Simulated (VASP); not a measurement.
# Li2O: single point with r2SCAN

Crystal: Li2O.

```
Li O
1.0
     0.00000    2.30950    2.30950
     2.30950    0.00000    2.30950
     2.30950    2.30950    0.00000
Li O
2 1
Cartesian
  1.1547 1.1547 1.1547
  3.4642 3.4642 3.4642
  0.0000 0.0000 0.0000
```

```json
{
 "Program": "VASP 6.6.1",
 "Task": "single point",
 "Functional": "r2SCAN",
 "Potentials or basis": "VASP PAW PBE potentials, release 64 (Li_sv, O)",
 "Cutoff": "830 eV",
 "k mesh": "6 × 6 × 6",
 "Occupations": "gaussian, width 0.1 eV",
 "Spin": "no spin polarisation",
 "Dipole correction": "no",
 "Further INCAR settings": "ALGO = Normal; EDIFF = 1e-06; NBANDS = 13"
}
```

The pressure is -2.5 GPa and the band gap on the k mesh is 5.67 eV (least direct gap 6.08 eV).

Levels at points of the mesh, in eV from the valence-band top:
| k point | band 4 | band 5 | band 6 | band 7 | band 8 | band 9 |
| --- | --- | --- | --- | --- | --- | --- |
| (0.00, 0.00, 0.00) | 0.00 | 0.00 | 0.00 | 6.08 | 13.09 | 13.09 |
| (0.50, 0.00, 0.00) | -2.73 | -0.44 | -0.44 | 10.07 | 10.84 | 13.05 |
| (0.50, 0.50, 0.00) | -1.57 | -1.38 | -1.38 | 5.67 | 14.74 | 14.74 |

It took 75 s on 1 thread of Intel Xeon 8259CL, on a shared host, peak memory 0.18 GiB.

Caveat: the PAW data sets were made with another functional, which shifts forces and pressure a little. r2SCAN opens gaps a little over a GGA but as a rule still falls short of measured ones.
